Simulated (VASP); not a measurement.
Runs of VASP 6.6.1 on Sb. The structure is that of space group Im-3m (No. 229), or close to it. The cells are those of the table. 

```tsv
cell	gap on the mesh (eV)	pressure (GPa)
a = 3.186 Å, angles 109.5°, 1 atom	none	(a)
a = 3.268 Å, angles 109.5°, 1 atom	none	0.1
a = 3.241 Å, angles 109.5°, 1 atom	none	1.8
a = 3.214 Å, angles 109.5°, 1 atom	none	3.8
```

Alike in all rows: task electric field gradients; level r2SCAN; potentials or basis VASP PAW PBE potentials, release 64 (Sb); no spin polarisation; k mesh 12 × 12 × 12; cutoff (eV) 520; smearing fermi-dirac 0.08 eV.

Question: Fill in the values left out.

Answer: (a) 6.1.

Caveats: the PAW data sets were made with another functional, which shifts forces and pressure a little; spin-orbit coupling is left out, which moves the levels of the heavy elements.

A k mesh can miss the band edges, and the runs leave out spin-orbit coupling on Sb.

A gap of «none» marks levels without a gap at the run's occupations.
